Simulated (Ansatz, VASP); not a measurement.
## In: VASP beside Ansatz

File INCAR:

```
PREC = Accurate ; ENCUT = 520
EDIFF = 1E-6 ; ISMEAR = -1
SIGMA = 0.1 ; LREAL = F
LASPH = T ; NELM = 80
ALGO = Normal ; ISIF = 2
LWAVE = F ; LCHARG = F
GGA = B5 ; ALDAX = 1.0
AGGAX = 1.0 ; AGGAC = 1.0
ALDAC = 0.0 ; NBANDS = 12
```

File KPOINTS:

```
regular mesh
0
Gamma
  16 16 16
```

POSCAR

```
In
1.0
    3.2136763473      0.0000000000      0.0000000000
    0.0000000000      3.2136763473      0.0000000000
    0.0000000000      0.0000000000      3.2136763473
In
1
Direct
    0.0000000000      0.0000000000      0.0000000000
```

Input for Ansatz:

```yaml
crystal:
  lattice:
    - [3.2136763473, 0.0, 0.0]
    - [0.0, 3.2136763473, 0.0]
    - [0.0, 0.0, 3.2136763473]
  atoms:
    - { symbol: In, position: [0.0, 0.0, 0.0] }
hamiltonian:
  xc: blyp
  pseudopotentials:
    kind: paw
    azcp:
      In: "pseudopotentials/In.paw.azcp"
basis:
  ecutwfc: 420
  fft_grid_basis: typed
kpoints:
  mp_grid: { grid: [16, 16, 16], shift: [0, 0, 0] }
magnetization:
  spin_polarized: false
scf:
  occupations: { method: fermi_dirac, width: 0.1 }
output:
  stress: true
```

Alike in both runs: task single point; functional BLYP; k mesh 16 × 16 × 16; occupations fermi-dirac, width 0.1 eV; no spin polarisation.

```csv
,VASP,Ansatz
version,VASP 6.6.1,Ansatz 0.2.0
potentials or method,"VASP PAW PBE potentials, release 64 (In_d), cutoff 520 eV","plane waves (420 eV) with PAW, scalar-relativistic"
valence electrons in the cell,13,13
```

|  | VASP | Ansatz | Ansatz less VASP |
| --- | --- | --- | --- |
| pressure (GPa) | 0.0 | 0.1 | +0.06 |

VASP's potentials were made for PBE, not for BLYP. The functional is the same, so the differences come from potentials, cutoffs and numerics.
